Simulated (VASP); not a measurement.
## TiC: elastic constants with PBE

Crystal: TiC.

```
CELL_PARAMETERS angstrom
0.00000 2.11277 2.11277
2.11277 0.00000 2.11277
2.11277 2.11277 0.00000
ATOMIC_POSITIONS crystal
Ti 0.00000 0.00000 0.00000
C 0.50000 0.50000 0.50000
```

```
Program                   : VASP 6.6.1
Task                      : elastic constants
Functional                : PBE
Potentials or basis       : VASP PAW PBE potentials, release 64 (Ti_sv, C)
Cutoff                    : 600 eV
k mesh                    : 18 × 18 × 18
Occupations               : fermi-dirac, width 0.15 eV
Spin                      : no spin polarisation
Dipole correction         : no
Ions in elastic constants : relaxed
Further INCAR settings    : ALGO = Normal; EDIFF = 1e-08; IBRION = 6; POTIM = 0.015; NSW = 1; ISIF = 3
```

```
Elastic constants C11, C12, C44 : 673, 130, 183 GPa
Voigt bulk modulus              : 311 GPa
Highest phonon frequency at Γ   : 589 cm⁻¹
```

Phonon frequencies in cm⁻¹ (negative: imaginary):
```csv
q point,frequencies
"(0.000, 0.000, 0.000)",0 0 0 589 589 589
```

Elastic tensor in Voigt notation (GPa, in the Cartesian axes of the cell as first typed):
```
673 130 130   0   0   0
130 673 130   0   0   0
130 130 673   0   0   0
  0   0   0 183   0   0
  0   0   0   0 183   0
  0   0   0   0   0 183
```

Clamped-ion elastic tensor (GPa):
```
673 130 130   0   0   0
130 673 130   0   0   0
130 130 673   0   0   0
  0   0   0 183   0   0
  0   0   0   0 183   0
  0   0   0   0   0 183
```

Wall time 33 min on 1 thread of Intel(R) Xeon(R) Platinum 8259CL CPU @ 2.50GHz (Skylake/Cascade Lake) (shared host), peak memory 0.84 GiB.

Caveat: the cell is under stress, which shifts elastic constants.
